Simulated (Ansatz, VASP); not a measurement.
## Au in VASP and in Ansatz

The input INCAR:

```
PREC = Accurate ; ENCUT = 520
EDIFF = 1E-6 ; ISMEAR = -1
SIGMA = 0.03 ; LREAL = False
LASPH = True ; NELM = 60
ALGO = Normal ; ISIF = 2
LWAVE = False ; LCHARG = True
GGA = PE ; LELF = True
LVHAR = True ; NBANDS = 12
```

KPOINTS

```
Automatic mesh
0
Gamma
  14 14 14
```

POSCAR

```
Au
1.0
    0.0000000000      2.0364771541      2.0364771541
    2.0364771541      0.0000000000      2.0364771541
    2.0364771541      2.0364771541      0.0000000000
Au
1
Direct
    0.0000000000      0.0000000000      0.0000000000
```

Input for Ansatz:

```yaml
crystal:
  lattice:
    - [0.0, 2.0364771541, 2.0364771541]
    - [2.0364771541, 0.0, 2.0364771541]
    - [2.0364771541, 2.0364771541, 0.0]
  atoms:
    - { symbol: Au, position: [0.0, 0.0, 0.0] }
kpoints:
  mp_grid: { grid: [14, 14, 14] }
scf:
  occupations: { method: fermi_dirac, width: 0.03 }
hamiltonian:
  xc: pbe
  pseudopotentials: { kind: all_electron, lapw: { basis_error: 0.001 } }
output:
  forces: true
  stress: true
  eigenvalues: true
```

Change from the starting cell: volume scaled by 0.9405.

Alike in both runs: task single point; functional PBE; k mesh 14 × 14 × 14; occupations fermi-dirac, width 0.03 eV; no spin polarisation.

```csv
,VASP,Ansatz
version,VASP 6.6.1,Ansatz 0.2.0
potentials or method,"VASP PAW PBE potentials, release 64 (Au), cutoff 520 eV","all-electron LAPW, scalar-relativistic"
```

```csv
,VASP,Ansatz,Ansatz less VASP
pressure (GPa),10.0,10.3,+0.30
```

Ansatz ran all-electron here, and VASP with PAW potentials.

Neither program's run includes spin-orbit coupling.
